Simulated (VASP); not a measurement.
A run of VASP 6.6.1:

The input INCAR:

```
ALGO = Normal
EDIFF = 1E-6
ENCUT = 600
GGA = PS
GGA_COMPAT = False
ISIF = 2
ISMEAR = 0
LASPH = True
LCHARG = True
LELF = True
LREAL = False
LVHAR = True
LWAVE = False
NBANDS = 26
NELM = 120
PREC = Accurate
SIGMA = 0.01
```

File KPOINTS:

```
k-points
0
Gamma
  6 6 4
```

The input POSCAR:

```
CuI
1.0
    3.9855995437      0.0000000000      0.0000000000
    0.0000000000      3.9855995437      0.0000000000
    0.0000000000      0.0000000000      6.4412702791
Cu I
2 2
Direct
    0.0000000000      0.0000000000      0.0000000000
    0.5000000000      0.5000000000      0.0000000000
    0.0000000000      0.5000000000      0.2642075669
    0.5000000000      0.0000000000      0.7357924331
```

Potentials or basis: VASP PAW PBE potentials, release 64 (Cu, I).

Launch:

```bash
$ cat potpaw_PBE.64/Cu/POTCAR potpaw_PBE.64/I/POTCAR > POTCAR
$ mpirun -np 1 vasp_std > vasp.out
```

Hardware: 1 thread of Intel(R) Xeon(R) 6975P-C (Granite Rapids), with other jobs on the host.

Task: Estimate the wall time of this run.

Result: Run time: 38 s on 1 thread of Intel(R) Xeon(R) 6975P-C (Granite Rapids), with other jobs on the host, peak memory 0.28 GiB. Counts: scf iterations 15, k points 30.
